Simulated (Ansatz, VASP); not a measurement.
**ZrB2: VASP beside Ansatz**

```
Zr B
1.0
     3.23217    0.00000    0.00000
    -1.61609    2.79914    0.00000
     0.00000    0.00000    3.60229
Zr B
1 2
Direct
  0.00000 0.00000 0.00000
  0.66667 0.33333 0.50000
  0.33333 0.66667 0.50000
```

Change from the starting cell: volume scaled by 1.06.

Alike in both runs: task single point; functional PBEsol; k mesh 10 × 10 × 8; occupations fermi-dirac, width 0.05 eV; no spin polarisation.

```csv
,VASP,Ansatz
version,VASP 6.6.1,Ansatz 0.2.0
potentials or method,"VASP PAW PBE potentials, release 64 (Zr_sv, B), cutoff 520 eV","all-electron LAPW, scalar-relativistic"
```

|  | VASP | Ansatz | Ansatz less VASP |
| --- | --- | --- | --- |
| gap on the k mesh at the Fermi level (eV) | none | none | - |
| pressure (GPa) | -16.0 | -16.2 | -0.24 |
| traceless stress, the component that is largest in VASP (GPa) | 0.75 | 0.80 | +0.044 |

VASP's potentials were made for PBE, not for PBEsol. A gap of «none» marks a metal or a gap that the smearing closes. Ansatz ran all-electron here, and VASP with PAW potentials.
